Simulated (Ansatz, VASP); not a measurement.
**Two plane-wave programs on MgO**

File INCAR:

```
ALGO = Normal ; EDIFF = 1E-6
ENCUT = 520 ; GGA = PS
ISIF = 2 ; ISMEAR = 0
LASPH = True ; LCHARG = True
LELF = True ; LREAL = False
LVHAR = True ; LWAVE = False
NBANDS = 16 ; NELM = 80
PREC = Accurate ; SIGMA = 0.05
```

File KPOINTS:

```
k-points
0
Gamma
  9 9 6
```

The input POSCAR:

```
MgO
1.0
    3.6606967558      0.0000000000      0.0000000000
   -1.8303483779      3.1702563861      0.0000000000
    0.0000000000      0.0000000000      4.2824922505
Mg O
2 2
Direct
    0.6666666667      0.3333333333      0.7500000000
    0.3333333333      0.6666666667      0.2500000000
    0.6666666667      0.3333333333      0.2500000000
    0.3333333333      0.6666666667      0.7500000000
```

Input for Ansatz:

```yaml
crystal:
  lattice:
    - [3.6606967558, 0.0, 0.0]
    - [-1.8303483779, 3.1702563861, 0.0]
    - [0.0, 0.0, 4.2824922505]
  atoms:
    - { symbol: Mg, position: [0.6666666667, 0.3333333333, 0.75] }
    - { symbol: Mg, position: [0.3333333333, 0.6666666667, 0.25] }
    - { symbol: O, position: [0.6666666667, 0.3333333333, 0.25] }
    - { symbol: O, position: [0.3333333333, 0.6666666667, 0.75] }
basis:
  ecutwfc: 420
kpoints:
  mp_grid: { grid: [9, 9, 6] }
hamiltonian:
  xc: pbesol
scf:
  occupations: { method: gaussian, width: 0.05 }
output:
  forces: true
  stress: true
  eigenvalues: true
```

Change from the starting cell: strain +0.050 along x and y, +0.025 along z, atoms carried along.

Alike in both runs: task single point; functional PBEsol; k mesh 9 × 9 × 6; occupations gaussian, width 0.05 eV; no spin polarisation.

|  | VASP | Ansatz |
| --- | --- | --- |
| version | VASP 6.6.1 | Ansatz 0.2.0 |
| potentials or method | VASP PAW PBE potentials, release 64 (Mg, O), cutoff 520 eV | scalar-relativistic, plane waves, PAW |
| valence electrons in the cell | 16 | 32 |

```csv
,VASP,Ansatz,Ansatz less VASP
gap on the k mesh at the Fermi level (eV),2.77,2.78,+0.006
least direct gap on the mesh (eV),2.77,2.78,+0.006
pressure (GPa),-12.0,-11.6,+0.44
"traceless stress, the component that is largest in VASP (GPa)",0.93,0.97,+0.042
```

VASP's potentials were made for PBE, not for PBEsol. VASP's potentials hold 16 valence electrons a cell and Ansatz's 32, so a difference there can come from the potentials and not from the codes.
